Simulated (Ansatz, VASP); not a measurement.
## CuAu3 in VASP and in Ansatz

```
Cu Au
1.0
     4.00636    0.00000    0.00000
     0.00000    4.00636    0.00000
     0.00000    0.00000    4.00636
Cu Au
1 3
Direct
  0.00000 0.00000 0.00000
  0.00000 0.50000 0.50000
  0.50000 0.00000 0.50000
  0.50000 0.50000 0.00000
```

Change from the starting cell: volume scaled by 1.02, PAW files.

Alike in both runs: task electric field gradients; functional LDA; k mesh 9 × 9 × 9; occupations fermi-dirac, width 0.05 eV; no spin polarisation.

|  | VASP | Ansatz |
| --- | --- | --- |
| version | VASP 6.6.1 | Ansatz 0.2.0 |
| potentials or method | VASP PAW LDA potentials, release 64 (Cu, Au) | PAW with Ansatz's default frozen-core files, scalar-relativistic |
| plane-wave cutoff (eV) | 520 | 420 |
| valence electrons in the cell | 44 | 76 |

Ansatz gave:

- pressure (GPa): -8.6
- size of Vzz on the site where it differs most (V/Å²): 45.4

Q: Estimate VASP's values.

A: Pressure (GPa): -8.1; size of Vzz on the site where it differs most (V/Å²): 71.9.

LDA's correlation is that of Perdew and Zunger in VASP and of Perdew and Wang (1992) in Ansatz. VASP's potentials hold 44 valence electrons a cell and Ansatz's 76, so a difference there can come from the potentials and not from the codes.

Neither program's run includes spin-orbit coupling.
